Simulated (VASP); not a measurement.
# TlBr (Pm-3m) in VASP: settings compared, part 3 of 3

VASP 6.6.1. Earlier steps stand in the parts before.

## Step 5: Single point, r2SCANh

POSCAR

```
TlBr
1.0
    3.9451847160      0.0000000000      0.0000000000
    0.0000000000      3.9451847160      0.0000000000
    0.0000000000      0.0000000000      3.9451847160
Tl Br
1 1
Direct
    0.0000000000      0.0000000000      0.0000000000
    0.5000000000      0.5000000000      0.5000000000
```

INCAR.step1

```
SYSTEM = TlBr
ALGO     = Normal         ! electronic algorithm
EDIFF    = 1E-5           ! SCF threshold, eV
ENCUT    = 440            ! plane-wave cutoff, eV
GGA      = PE             ! functional
GGA_COMPAT= .False.      
ISIF     = 2              ! what is computed and relaxed
ISMEAR   = 0              ! smearing method
LASPH    = .True.         ! aspherical terms in the spheres
LREAL    = .False.        ! projectors in reciprocal space
LWAVE    = .True.         ! write WAVECAR
NBANDS   = 17             ! bands
NELM     = 120            ! most SCF steps
PREC     = Accurate       ! precision mode
SIGMA    = 0.01           ! smearing width, eV
```

INCAR.step2

```
SYSTEM = TlBr
AEXX     = 0.1            ! exact-exchange fraction
ALGO     = Normal         ! electronic algorithm
EDIFF    = 1E-6           ! SCF threshold, eV
ENCUT    = 440            ! plane-wave cutoff, eV
GGA_COMPAT= .False.      
ISIF     = 2              ! what is computed and relaxed
ISMEAR   = 0              ! smearing method
ISTART   = 1            
LASPH    = .True.         ! aspherical terms in the spheres
LCHARG   = .True.         ! write CHGCAR
LELF     = .True.         ! ELF
LHFCALC  = .True.         ! exact exchange
LMIXTAU  = .True.       
LREAL    = .False.        ! projectors in reciprocal space
LVHAR    = .True.       
LWAVE    = .False.        ! write WAVECAR
METAGGA  = R2SCAN         ! meta-GGA
NBANDS   = 17             ! bands
NELM     = 120            ! most SCF steps
PREC     = Accurate       ! precision mode
PRECFOCK = Normal       
SIGMA    = 0.01           ! smearing width, eV
```

KPOINTS

```
k-points
0
Gamma
  4 4 4
  0 0 0
```

Potentials or basis: VASP PAW PBE potentials, release 64 (Tl_d, Br).

Started as:

```
$ cat potpaw_PBE.64/Tl_d/POTCAR potpaw_PBE.64/Br/POTCAR > POTCAR
$ cp INCAR.step1 INCAR
$ mpirun -np 1 vasp_std > vasp.out
$ cp INCAR.step2 INCAR
$ mpirun -np 1 vasp_std > vasp.out
```

OUTCAR:

```text
SYSTEM = TlBr
   AEXX = 0.1
   EDIFF = 1E-6
   ENCUT = 440
   ISIF = 2
   ISMEAR = 0
   ISTART = 1
   LASPH = .True.
   LHFCALC = .True.
   LREAL = .False.
   METAGGA = R2SCAN
   NELM = 120
   PREC = Accurate
   PRECFOCK = Normal

 ion  position               nearest neighbor table
   1  0.000  0.000  0.000-   2 3.42   2 3.42   2 3.42   2 3.42   2 3.42   2 3.42   2 3.42   2 3.42

   2  0.500  0.500  0.500-   1 3.42   1 3.42   1 3.42   1 3.42   1 3.42   1 3.42   1 3.42   1 3.42

  LATTYP: Found a simple cubic cell.
 ALAT       =     3.9451847160

  Lattice vectors:

 A1 = (   3.9451847160,   0.0000000000,   0.0000000000)
 A2 = (   0.0000000000,   3.9451847160,   0.0000000000)
 A3 = (   0.0000000000,   0.0000000000,   3.9451847160)

Analysis of symmetry for initial positions (statically):
=====================================================================
 Subroutine PRICEL returns:
 Original cell was already a primitive cell.

 Routine SETGRP: Setting up the symmetry group for a
 simple cubic supercell.

 Subroutine GETGRP returns: Found 48 space group operations
 (whereof 48 operations were pure point group operations)
 out of a pool of 48 trial point group operations.

The static configuration has the point symmetry O_h .

Analysis of symmetry for dynamics (positions and initial velocities):
=====================================================================
 Subroutine PRICEL returns:
 Original cell was already a primitive cell.

 Routine SETGRP: Setting up the symmetry group for a
 simple cubic supercell.

 Subroutine GETGRP returns: Found 48 space group operations
 (whereof 48 operations were pure point group operations)
 out of a pool of 48 trial point group operations.

The dynamic configuration has the point symmetry O_h .

 Subroutine INISYM returns: Found 48 space group operations
 (whereof 48 operations are pure point group operations),
 and found     1 'primitive' translations

----------------------------------------------------------------------------------------

                                     Primitive cell

  volume of cell :      61.4048

  direct lattice vectors                    reciprocal lattice vectors
     3.945184716  0.000000000  0.000000000     0.253473556  0.000000000  0.000000000
     0.000000000  3.945184716  0.000000000     0.000000000  0.253473556  0.000000000
     0.000000000  0.000000000  3.945184716     0.000000000  0.000000000  0.253473556

  length of vectors
     3.945184716  3.945184716  3.945184716     0.253473556  0.253473556  0.253473556

  position of ions in fractional coordinates (direct lattice)
     0.000000000  0.000000000  0.000000000
     0.500000000  0.500000000  0.500000000

  ion indices of the primitive-cell ions
   primitive index   ion index
                 1           1
                 2           2

----------------------------------------------------------------------------------------

 KPOINTS: k-points

Automatic generation of k-mesh.
[... 25 lines left out ...]
  0.500000  0.000000  0.000000      3.000000
  0.250000  0.250000  0.000000     12.000000
  0.500000  0.250000  0.000000     12.000000
  0.500000  0.500000  0.000000      3.000000
  0.250000  0.250000  0.250000      8.000000
  0.500000  0.250000  0.250000     12.000000
  0.500000  0.500000  0.250000      6.000000
  0.500000  0.500000  0.500000      1.000000
   k-points           NKPTS =     10   k-points in BZ     NKDIM =     64   number of bands    NBANDS=     17
   number of dos      NEDOS =    301   number of ions     NIONS =      2
   total plane-waves  NPLWV =  21952
   dimension x,y,z NGX =    28 NGY =   28 NGZ =   28
   dimension x,y,z NGXF=    56 NGYF=   56 NGZF=   56
   ions per type =               1   1
   NGX,Y,Z   is equivalent  to a cutoff of  11.80, 11.80, 11.80 a.u.
   NGXF,Y,Z  is equivalent  to a cutoff of  23.60, 23.60, 23.60 a.u.
 SYSTEM =  TlBr
   PREC   = accura    normal or accurate (medium, high low for compatibility)
   ISTART =      1    job   : 0-new  1-cont  2-samecut
   ICHARG =      0    charge: 1-file 2-atom 10-const
   ISPIN  =      1    spin polarized calculation?
   LNONCOLLINEAR =      F non collinear calculations
   LSORBIT =      F    spin-orbit coupling
   LASPH  =      T    aspherical Exc in radial PAW
   ENCUT  =  440.0 eV  32.34 Ry    5.69 a.u.   6.75  6.75  6.75*2*pi/ulx,y,z
   NELM   =    120;   NELMIN=  2; NELMDL=  0     # of ELM steps
   EDIFF  = 0.1E-05   stopping-criterion for ELM
   LREAL  =      F    real-space projection
   EDIFFG = 0.1E-04   stopping-criterion for IOM
   NSW    =      0    number of steps for IOM
   IBRION =     -1    ionic relax: 0-MD 1-quasi-New 2-CG
   NFREE  =      0    steps in history (QN), initial steepest desc. (CG)
   ISIF   =      2    stress and relaxation
   ISYM   =      3    0-nonsym 1-usesym 2-fastsym
   POTIM  = 0.5000    time-step for ionic-motion
   TEBEG  =    0.0;   TEEND  =   0.0 temperature during run
   PSTRESS=    0.0 pullay stress
   NELECT =      20.0000    total number of electrons
   NUPDOWN=      -1.0000    fix difference up-down
   EMIN   =  10.00;   EMAX   =-10.00  energy-range for DOS
   EFERMI =   0.00;   METHOD = LEGACY
   ISMEAR =     0;   SIGMA  =   0.01  broadening in eV -4-tet -1-fermi 0-gaus
   EFERMI_NEDOS =   21; number of points for ismear=-14 and -15
   IALGO  =     38    algorithm
   IMIX   =      1    mixing-type and parameters
     AMIX     =   0.40;   BMIX     =  1.00
     AMIX_MAG =   1.60;   BMIX_MAG =  1.00
  volume/ion in A,a.u.               =      30.70       207.19
  Fermi-wavevector in a.u.,A,eV,Ry     =   1.126378  2.128546 17.262084  1.268727
  Thomas-Fermi vector in A             =   2.263059
   LORBIT       =      0    0 simple, 1 ext, 2 COOP (PROOUT), +10 PAW based schemes
   METAGGA = R2SCAN    functional components
   LHFCALC =     T    Hartree Fock is set to
   PRECFOCK=normal    Normal, Fast or Accurate (Low or Medium for compatibility)
   ENCUT4O =  -1.0   cutoff for four orbital integrals eV
   NKREDX  =     1    reduce k-point grid by
   NKREDY  =     1    reduce k-point grid by
   NKREDZ  =     1    reduce k-point grid by
   AEXX    =    0.1000 exact exchange contribution
   HFSCREEN=    0.0000 screening length (either q_TF or 0.3 A-1)
   HFSCREENC=   0.0000 screening length for correlation (either q_TF or 0.3 A-1)
   ENCUTFOCK=  -1.0 apply spherical cutoff to Coloumb kernel
   IVDW    =     0    specifies the selected vdW correction
   LEPSILON=     F    determine dielectric tensor
   LRPA    =     F    only Hartree local field effects (RPA)
 non-spin polarized calculation
 Gauss-broadening in eV      SIGMA  =   0.01
  energy-cutoff  :      440.00
  volume of cell :       61.40
 maximum number of plane-waves:      1328
 NGX is ok and might be reduce to    28
  NGX = 24; NGY = 24; NGZ = 24

 number of electron      20.0000009 magnetization

 Free energy of the ion-electron system (eV)
  ---------------------------------------------------
  ext. energy  EPLUGINS =         0.00000000
  ---------------------------------------------------
  free energy    TOTEN  =       -62.95761224 eV

  energy without entropy =      -62.95761224  energy(sigma->0) =      -62.95761224

 E-fermi :   2.1715     XC(G=0):  -8.7271

 val. band max:        2.0764422786   @ k =   0.5000   0.0000   0.0000
 cond. band min:       4.7891012632   @ k =   0.5000   0.0000   0.0000
 fundamental gap:      2.7126589846
 Fermi energy:         2.1714994971

 k-point     1 :       0.0000    0.0000    0.0000
  band No.  band energies     occupation
      1     -12.8311      2.00000
      2      -8.9575      2.00000
      3      -8.9575      2.00000
      4      -8.7648      2.00000
      5      -8.7648      2.00000
      6      -8.7648      2.00000
[... 177 lines left out ...]
      4      -8.9143      2.00000
      5      -8.7052      2.00000
      6      -8.7052      2.00000
[... 9 lines left out ...]
     16      16.6171      0.00000
     17      20.2690      0.00000

------------------------ aborting loop because EDIFF is reached ----------------------------------------

  FORCE on cell =-STRESS in cart. coord.  units (eV):
  Direction    XX          YY          ZZ          XY          YZ          ZX
  --------------------------------------------------------------------------------------
  -------------------------------------------------------------------------------------
  Total        0.4301630      0.4301630      0.4301630      0.0000000      0.0000000      0.0000000
  in kB       11.2238448     11.2238448     11.2238448      0.0000000      0.0000000      0.0000000
  external PRESSURE =      11.2238448 kB  Pullay stress =       0.0000000 kB

 VOLUME and BASIS-vectors are now :
 -----------------------------------------------------------------------------
  energy-cutoff  :      440.00
  volume of cell :       61.40
      direct lattice vectors                 reciprocal lattice vectors
     3.945184716  0.000000000  0.000000000     0.253473556  0.000000000  0.000000000
     0.000000000  3.945184716  0.000000000     0.000000000  0.253473556  0.000000000
     0.000000000  0.000000000  3.945184716     0.000000000  0.000000000  0.253473556

 POSITION                                       TOTAL-FORCE (eV/Angst)
 -----------------------------------------------------------------------------------
      0.00000      0.00000      0.00000         0.000000      0.000000      0.000000
      1.97259      1.97259      1.97259         0.000000      0.000000      0.000000
 -----------------------------------------------------------------------------------
    total drift:                               -0.000001     -0.000001     -0.000000

  FREE ENERGIE OF THE ION-ELECTRON SYSTEM (eV)
  ---------------------------------------------------
  free  energy   TOTEN  =       -62.9576122417 eV

  energy  without entropy=      -62.9576122417  energy(sigma->0) =      -62.95761224
```

Run time: 8.9 min. Hardware: 1 thread of Oxide Virtual Turin-like, shared host; peak memory 0.14 GiB.

Results:

| Property | Result |
| --- | --- |
| Free energy | -62.9576 eV |
| Pressure | 1.1 GPa |
| Band gap on the k mesh | 2.71 eV |

Caveat: the PAW data sets were made with another functional, which shifts forces and pressure a little; spin-orbit coupling is left out, which moves the levels of the heavy elements. A k mesh can miss the band edges.

## Step 6: Overview

```csv
level,cutoff (eV),share of exact exchange,gap on the mesh (eV),pressure (GPa)
r2SCANh,440,0.1,2.71,1.1
PBE0,400,0.25,3.14,1.4
HF,400,1,7.71,6.5
```

Alike in all rows: task single point; potentials or basis VASP PAW PBE potentials, release 64 (Tl_d, Br); no spin polarisation; cell as given; k mesh 4 × 4 × 4; smearing gaussian 0.01 eV.

On the cell as given the gap runs from 2.71 eV (r2SCANh) to 7.71 eV (HF). The pressure there spans 1.1 GPa (r2SCANh) to 6.5 GPa (HF); a positive pressure means that this level wants a larger cell, a negative one a smaller.

Caveats: the PAW data sets were made with another functional, which shifts forces and pressure a little; spin-orbit coupling is left out, which moves the levels of the heavy elements; the cell stands under pressure (at least some runs).

Total energies depend on the potentials used, so only differences within one code and one set of settings carry meaning.
